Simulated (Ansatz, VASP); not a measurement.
Si2Ge2P in VASP and in Ansatz

```xyz
5
Lattice="3.5236 0.0000 0.0000 -1.7618 3.0515 0.0000 0.0000 0.0000 8.0709" Properties=species:S:1:pos:R:3 pbc="T T T"
Si    1.7618    1.0172    6.6439
Si    0.0000    2.0344    1.4270
Ge    1.7618    1.0172    3.1378
Ge    0.0000    2.0344    4.9332
P     0.0000    0.0000    0.0000
```

Change from the starting cell: species swapped into the EuZn2As2 type (P-3m1, No. 164).

Alike in both runs: functional PBE; k mesh 12 × 12 × 6; occupations gaussian, width 0.1 eV; no spin polarisation.

Ansatz relaxed the structure, and its values are those at the end. VASP's run is a single point on that final structure, the one shown.

```csv
,VASP,Ansatz
version,VASP 6.6.1,Ansatz 0.2.0
potentials or method,"VASP PAW PBE potentials, release 64 (Si, Ge_d, P), cutoff 520 eV","scalar-relativistic, plane waves, PAW"
valence electrons in the cell,41,41
```

```csv
,VASP,Ansatz,Ansatz less VASP
gap on the k mesh at the Fermi level (eV),none,none,-
pressure (GPa),0.0,0.0,+0.02
rms of the force components (eV/Å),0.003,0.002,-0.0015
```

A gap of «none» marks a metal or a gap that the smearing closes.
